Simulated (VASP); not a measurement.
# Na (P6_3/mmc) in VASP: further runs

Na is run at these levels: LDA; tasks: single point.

All numbers are computed with VASP 6.6.1; they aren't measurements. Logs are shortened: lines on timing, memory, paths and dates and some standing lists are left out, and cuts for length are marked.

## 1. The cell of the first run

It takes space group P6_3/mmc (No. 194, hexagonal). The conventional cell has a = 2.673 Å, b = 2.673 Å, c = 4.394 Å, α = 90.00°, β = 90.00°, γ = 120.00°. Within 3.5 Å of Na (site symmetry -6m2) lie 12 Na at 2.67 to 2.68 Å.

## 2. Single point, LDA

Contents of INCAR:

```
  PREC = Accurate
  ENCUT = 520
  EDIFF = 1E-6
  ISMEAR = 1
  SIGMA = 0.05
  LREAL = False
  LASPH = True
  NELM = 80
  ALGO = Normal
  ISIF = 2
  LWAVE = False
  LCHARG = False
  GGA = CA
  NBANDS = 14
```

Contents of KPOINTS:

```
regular mesh
0
Gamma
  5 5 3
```

Contents of POSCAR:

```
Na
1.0
    2.6732863747      0.0000000000      0.0000000000
   -1.3366431874      2.3151339121      0.0000000000
    0.0000000000      0.0000000000      4.3940683622
Na
2
Direct
    0.3333333333      0.6666666667      0.2500000000
    0.6666666667      0.3333333333      0.7500000000
```

Potentials or basis: VASP PAW LDA potentials, release 64 (Na_pv).

On the command line:

```bash
$ cat potpaw_LDA.64/Na_pv/POTCAR > POTCAR
$ mpirun -np 1 vasp_std > vasp.out
```

OUTCAR:

```text
PREC = Accurate
   ENCUT = 520
   EDIFF = 1E-6
   ISMEAR = 1
   LREAL = False
   LASPH = True
   NELM = 80
   ISIF = 2
   GGA = CA

 ion  position               nearest neighbor table
   1  0.333  0.667  0.250-   2 2.68   2 2.68   2 2.68   2 2.68   2 2.68   2 2.68
   2  0.667  0.333  0.750-   1 2.68   1 2.68   1 2.68   1 2.68   1 2.68   1 2.68

  LATTYP: Found a hexagonal cell.
 ALAT       =     2.6732863747
 C/A-ratio  =     1.6436953421

  Lattice vectors:

 A1 = (   2.6732863747,   0.0000000000,   0.0000000000)
 A2 = (  -1.3366431874,   2.3151339121,   0.0000000000)
 A3 = (   0.0000000000,   0.0000000000,   4.3940683622)

Analysis of symmetry for initial positions (statically):
=====================================================================
 Subroutine PRICEL returns:
 Original cell was already a primitive cell.

 Routine SETGRP: Setting up the symmetry group for a
 hexagonal supercell.

 Subroutine GETGRP returns: Found 24 space group operations
 (whereof 12 operations were pure point group operations)
 out of a pool of 24 trial point group operations.

The static configuration has the point symmetry D_3d.
 The point group associated with its full space group is D_6h.

Analysis of symmetry for dynamics (positions and initial velocities):
=====================================================================
 Subroutine PRICEL returns:
 Original cell was already a primitive cell.

 Routine SETGRP: Setting up the symmetry group for a
 hexagonal supercell.

 Subroutine GETGRP returns: Found 24 space group operations
 (whereof 12 operations were pure point group operations)
 out of a pool of 24 trial point group operations.

The dynamic configuration has the point symmetry D_3d.
 The point group associated with its full space group is D_6h.

 Subroutine INISYM returns: Found 24 space group operations
 (whereof 12 operations are pure point group operations),
 and found     1 'primitive' translations

----------------------------------------------------------------------------------------

                                     Primitive cell

  volume of cell :      27.1950

  direct lattice vectors                    reciprocal lattice vectors
     2.673286375  0.000000000  0.000000000     0.374071409  0.215970229  0.000000000
    -1.336643187  2.315133912  0.000000000     0.000000000  0.431940457  0.000000000
     0.000000000  0.000000000  4.394068362     0.000000000  0.000000000  0.227579527

  length of vectors
     2.673286375  2.673286375  4.394068362     0.431940457  0.431940457  0.227579527

  position of ions in fractional coordinates (direct lattice)
     0.333333333  0.666666667  0.250000000
     0.666666667  0.333333333  0.750000000

  ion indices of the primitive-cell ions
   primitive index   ion index
                 1           1
                 2           2

----------------------------------------------------------------------------------------

 KPOINTS: regular mesh

Automatic generation of k-mesh.
 Grid dimensions read from file:
 generate k-points for:    5    5    3

 Generating k-lattice:

  Cartesian coordinates                     Fractional coordinates (reciprocal lattice)
     0.074814282  0.043194046  0.000000000     0.200000000  0.000000000  0.000000000
     0.000000000  0.086388091  0.000000000     0.000000000  0.200000000  0.000000000
     0.000000000  0.000000000  0.075859842     0.000000000  0.000000000  0.333333333

  Length of vectors
     0.086388091  0.086388091  0.075859842

  Shift w.r.t. Gamma in fractional coordinates (k-lattice)
     0.000000000  0.000000000  0.000000000

 Subroutine IBZKPT returns following result:
 ===========================================

 Found     10 irreducible k-points:

 Following reciprocal coordinates:
            Coordinates               Weight
  0.000000  0.000000  0.000000      1.000000
  0.200000  0.000000  0.000000      6.000000
  0.400000 -0.000000  0.000000      6.000000
  0.200000  0.200000  0.000000      6.000000
  0.400000  0.200000  0.000000      6.000000
  0.000000  0.000000  0.333333      2.000000
  0.200000  0.000000  0.333333     12.000000
  0.400000 -0.000000  0.333333     12.000000
  0.200000  0.200000  0.333333     12.000000
  0.400000  0.200000  0.333333     12.000000
   k-points           NKPTS =     10   k-points in BZ     NKDIM =     10   number of bands    NBANDS=     14
   number of dos      NEDOS =    301   number of ions     NIONS =      2
   total plane-waves  NPLWV =  14400
   dimension x,y,z NGX =    20 NGY =   20 NGZ =   36
   dimension x,y,z NGXF=    40 NGYF=   40 NGZF=   72
   ions per type =               2
   NGX,Y,Z   is equivalent  to a cutoff of  12.44, 12.44, 13.62 a.u.
   NGXF,Y,Z  is equivalent  to a cutoff of  24.88, 24.88, 27.24 a.u.
 SYSTEM =  unknown system
   PREC   = accura    normal or accurate (medium, high low for compatibility)
   ISTART =      0    job   : 0-new  1-cont  2-samecut
   ICHARG =      2    charge: 1-file 2-atom 10-const
   ISPIN  =      1    spin polarized calculation?
   LNONCOLLINEAR =      F non collinear calculations
   LSORBIT =      F    spin-orbit coupling
   LASPH  =      T    aspherical Exc in radial PAW
   ENCUT  =  520.0 eV  38.22 Ry    6.18 a.u.   4.97  4.97  8.17*2*pi/ulx,y,z
   NELM   =     80;   NELMIN=  2; NELMDL= -5     # of ELM steps
   EDIFF  = 0.1E-05   stopping-criterion for ELM
   LREAL  =      F    real-space projection
   EDIFFG = 0.1E-04   stopping-criterion for IOM
   NSW    =      0    number of steps for IOM
   IBRION =     -1    ionic relax: 0-MD 1-quasi-New 2-CG
   NFREE  =      0    steps in history (QN), initial steepest desc. (CG)
   ISIF   =      2    stress and relaxation
   ISYM   =      2    0-nonsym 1-usesym 2-fastsym
   POTIM  = 0.5000    time-step for ionic-motion
   TEBEG  =    0.0;   TEEND  =   0.0 temperature during run
   PSTRESS=    0.0 pullay stress
   NELECT =      14.0000    total number of electrons
   NUPDOWN=      -1.0000    fix difference up-down
   EMIN   =  10.00;   EMAX   =-10.00  energy-range for DOS
   EFERMI =   0.00;   METHOD = LEGACY
   ISMEAR =     1;   SIGMA  =   0.05  broadening in eV -4-tet -1-fermi 0-gaus
   EFERMI_NEDOS =   21; number of points for ismear=-14 and -15
   IALGO  =     38    algorithm
   IMIX   =      4    mixing-type and parameters
     AMIX     =   0.40;   BMIX     =  1.00
     AMIX_MAG =   1.60;   BMIX_MAG =  1.00
  volume/ion in A,a.u.               =      13.60        91.76
  Fermi-wavevector in a.u.,A,eV,Ry     =   1.312063  2.479440 23.422558  1.721509
  Thomas-Fermi vector in A             =   2.442481
   LORBIT       =      0    0 simple, 1 ext, 2 COOP (PROOUT), +10 PAW based schemes
   GGA     = CA    functional components
   LHFCALC =     F    Hartree Fock is set to
   AEXX    =    0.0000 exact exchange contribution
   IVDW    =     0    specifies the selected vdW correction
   LEPSILON=     F    determine dielectric tensor
   LRPA    =     F    only Hartree local field effects (RPA)
 non-spin polarized calculation
 Methfessel and Paxton  Order N= 1 SIGMA  =   0.05
  energy-cutoff  :      520.00
  volume of cell :       27.19
 maximum number of plane-waves:       738
 NGX is ok and might be reduce to    20
   NGX =  9   NGY =  9   NGZ = 17

 number of electron      14.0000003 magnetization

 Free energy of the ion-electron system (eV)
  ---------------------------------------------------
  ext. energy  EPLUGINS =         0.00000000
  ---------------------------------------------------
  free energy    TOTEN  =        -0.34129165 eV

  energy without entropy =       -0.33930040  energy(sigma->0) =       -0.34062790

 E-fermi :   5.7925     XC(G=0): -10.3534

 val. band max:        4.5522782442   @ k =   0.4000  -0.0000   0.3333
 cond. band min:       5.8025319202   @ k =   0.2000   0.2000   0.3333
 fundamental gap:      1.2502536760
 Fermi energy:         5.7924618461

 k-point     1 :       0.0000    0.0000    0.0000
  band No.  band energies     occupation
      1     -20.7225      2.00000
      2     -20.0164      2.00000
      3     -20.0164      2.00000
      4     -19.9383      2.00000
      5     -19.9339      2.00000
      6     -19.9339      2.00000
      7      -0.7625      2.00000
      8       6.2098     -0.00000
      9       7.3193      0.00000
     10      21.9292      0.00000
     11      21.9292      0.00000
     12      22.4697      0.00000
     13      23.9541      0.00000
     14      23.9541      0.00000

 k-point     2 :       0.2000    0.0000    0.0000
  band No.  band energies     occupation
      1     -20.6150      2.00000
      2     -20.2339      2.00000
      3     -20.1507      2.00000
      4     -20.0766      2.00000
      5     -19.9684      2.00000
      6     -19.9616      2.00000
      7       0.4769      2.00000
      8       6.9450      0.00000
      9       8.3955      0.00000
     10      15.2067      0.00000
     11      19.0971      0.00000
     12      20.4253      0.00000
     13      20.5741      0.00000
     14      24.1996      0.00000

 k-point     3 :       0.4000   -0.0000    0.0000
  band No.  band energies     occupation
      1     -20.5961      2.00000
      2     -20.4580      2.00000
      3     -20.3934      2.00000
      4     -20.1666      2.00000
      5     -20.0639      2.00000
      6     -20.0127      2.00000
      7       3.7853      2.00000
      8       8.4660      0.00000
      9       9.2380      0.00000
     10      11.6491      0.00000
     11      14.0000      0.00000
     12      15.0589      0.00000
     13      19.5987      0.00000
     14      22.0262      0.00000
[... 86 lines left out ...]
 k-point     9 :       0.2000    0.2000    0.3333
  band No.  band energies     occupation
      1     -20.5424      2.00000
      2     -20.4932      2.00000
      3     -20.2130      2.00000
      4     -20.1926      2.00000
      5     -20.0967      2.00000
      6     -20.0308      2.00000
      7       3.5460      2.00000
      8       5.8025      0.66667
      9      12.1888      0.00000
     10      12.3084      0.00000
     11      14.5778      0.00000
     12      15.8834      0.00000
     13      17.7591      0.00000
     14      22.3101      0.00000

 k-point    10 :       0.4000    0.2000    0.3333
  band No.  band energies     occupation
      1     -20.6156      2.00000
      2     -20.5550      2.00000
      3     -20.3263      2.00000
      4     -20.2294      2.00000
      5     -20.1175      2.00000
      6     -20.0571      2.00000
      7       6.9357      0.00000
      8       7.8173      0.00000
      9       8.9921      0.00000
     10       9.7804      0.00000
     11      12.8361      0.00000
     12      14.6518      0.00000
     13      18.3676      0.00000
     14      21.4071      0.00000

------------------------ aborting loop because EDIFF is reached ----------------------------------------

  FORCE on cell =-STRESS in cart. coord.  units (eV):
  Direction    XX          YY          ZZ          XY          YZ          ZX
  --------------------------------------------------------------------------------------
  -------------------------------------------------------------------------------------
  Total        7.6727662      7.6727662      7.6784326     -0.0000000     -0.0000000      0.0000000
  in kB      452.0371601    452.0371601    452.3709908     -0.0000000     -0.0000000      0.0000000
  external PRESSURE =     452.1484370 kB  Pullay stress =       0.0000000 kB

 VOLUME and BASIS-vectors are now :
 -----------------------------------------------------------------------------
  energy-cutoff  :      520.00
  volume of cell :       27.19
      direct lattice vectors                 reciprocal lattice vectors
     2.673286375  0.000000000  0.000000000     0.374071409  0.215970229  0.000000000
    -1.336643187  2.315133912  0.000000000     0.000000000  0.431940457  0.000000000
     0.000000000  0.000000000  4.394068362     0.000000000  0.000000000  0.227579527

 POSITION                                       TOTAL-FORCE (eV/Angst)
 -----------------------------------------------------------------------------------
     -0.00000      1.54342      1.09852         0.000000      0.000000      0.000000
      1.33664      0.77171      3.29555        -0.000000      0.000000      0.000000
 -----------------------------------------------------------------------------------
    total drift:                               -0.000000      0.000000      0.000000

  FREE ENERGIE OF THE ION-ELECTRON SYSTEM (eV)
  ---------------------------------------------------
  free  energy   TOTEN  =        -0.3412916517 eV

  energy  without entropy=       -0.3393004038  energy(sigma->0) =       -0.34062790
```

It took 3.9 s on 1 thread of AMD EPYC 7R43 (Zen 3), shared host; peak memory 0.08 GiB.

Results:

```
Free energy            : -0.3413 eV
Pressure               : 45.2 GPa
Band gap on the k mesh : zero (band 7 reaches 6.94 eV, above the bottom of band 8 at 2.83 eV)
```

Levels at points of the mesh, in eV from the Fermi level:
```tsv
k point	band 4	band 5	band 6	band 7	band 8	band 9	band 10	band 11
(0.00, 0.00, 0.00)	-25.73	-25.73	-25.73	-6.55	0.42	1.53	16.14	16.14
```

Caveat: the k points lie up to 0.54 Å⁻¹ apart.

## 3. Single point, LDA

This run uses another cell than the first one, of 15.45 Å³/atom, 1.136 times its volume.

Contents of INCAR:

```
PREC = Accurate
ENCUT = 520
EDIFF = 1E-6
ISMEAR = 1
SIGMA = 0.05
LREAL = False
LASPH = True
NELM = 60
ALGO = Normal
ISIF = 2
LWAVE = False
LCHARG = True
LELF = True
LVHAR = True
NBANDS = 14
```

Contents of KPOINTS:

```
Automatic mesh
0
Gamma
  5 5 3
```

Contents of POSCAR:

```
Na
1.0
    2.7902151357      0.0000000000      0.0000000000
   -1.3951075678      2.4163971895      0.0000000000
    0.0000000000      0.0000000000      4.5839441425
Na
2
Direct
    0.3333333333      0.6666666667      0.2500000000
    0.6666666667      0.3333333333      0.7500000000
```

Potentials or basis: VASP PAW LDA potentials, release 64 (Na_pv).

On the command line:

```bash
$ cat potpaw_LDA.64/Na_pv/POTCAR > POTCAR
$ mpirun -np 1 vasp_std > vasp.out
```

It took 7 s on 1 thread of AMD EPYC 7R43 (Zen 3), shared host; peak memory 0.09 GiB.

The run converged. Its results:

```yaml
Free_energy: -1.2006 eV
Pressure: 30.1 GPa
Band_gap_on_the_k_mesh: zero (band 7 reaches 5.83 eV, above the bottom of band 8 at 1.93 eV)
```

Levels at points of the mesh, in eV from the Fermi level:
```csv
k point,band 5,band 6,band 7,band 8,band 9,band 10
"(0.00, 0.00, 0.00)",-25.45,-25.45,-6.08,0.38,1.44,15.25
```

Caveat: the k points lie up to 0.52 Å⁻¹ apart.

[end of part 1 of 2]
